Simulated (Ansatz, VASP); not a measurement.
# One calculation of CaO, two programs

INCAR

```
PREC = Accurate
ENCUT = 520
EDIFF = 1E-6
ISMEAR = 0
SIGMA = 0.05
LREAL = F
LASPH = T
NELM = 80
ALGO = Normal
ISIF = 2
LWAVE = F
LCHARG = F
GGA = PE
NBANDS = 15
```

KPOINTS

```
regular mesh
0
Gamma
  8 8 8
```

Contents of POSCAR:

```
CaO
1.0
    0.0000000000      2.4490000000      2.4857350000
    2.4490000000      0.0000000000      2.4857350000
    2.4490000000      2.4490000000      0.0000000000
Ca O
1 1
Direct
    0.0000000000      0.0000000000      0.0000000000
    0.5000000000      0.5000000000      0.5000000000
```

Input for Ansatz:

```yaml
crystal:
  lattice:
    - [0.0, 2.449, 2.485735]
    - [2.449, 0.0, 2.485735]
    - [2.449, 2.449, 0.0]
  atoms:
    - { symbol: Ca, position: [0.0, 0.0, 0.0] }
    - { symbol: O, position: [0.5, 0.5, 0.5] }
basis:
  ecutwfc: 420
kpoints:
  mp_grid: { grid: [8, 8, 8] }
hamiltonian:
  xc: pbe
scf:
  occupations: { method: gaussian, width: 0.05 }
output:
  forces: true
  stress: true
  eigenvalues: true
```

Change from the starting cell: strain +0.000 along x and y, +0.015 along z, atoms carried along.

Alike in both runs: task single point; functional PBE; k mesh 8 × 8 × 8; occupations gaussian, width 0.05 eV; no spin polarisation.

|  | VASP | Ansatz |
| --- | --- | --- |
| version | VASP 6.6.1 | Ansatz 0.2.0 |
| potentials or method | VASP PAW PBE potentials, release 64 (Ca_sv, O), cutoff 520 eV | scalar-relativistic, plane waves, PAW |
| valence electrons in the cell | 16 | 16 |

|  | VASP | Ansatz | Ansatz less VASP |
| --- | --- | --- | --- |
| gap on the k mesh at the Fermi level (eV) | 3.62 | 3.64 | +0.017 |
| least direct gap on the mesh (eV) | 4.02 | 4.03 | +0.017 |
| pressure (GPa) | -4.8 | -5.2 | -0.41 |
| traceless stress, the component that is largest in VASP (GPa) | -1.02 | -0.97 | +0.054 |
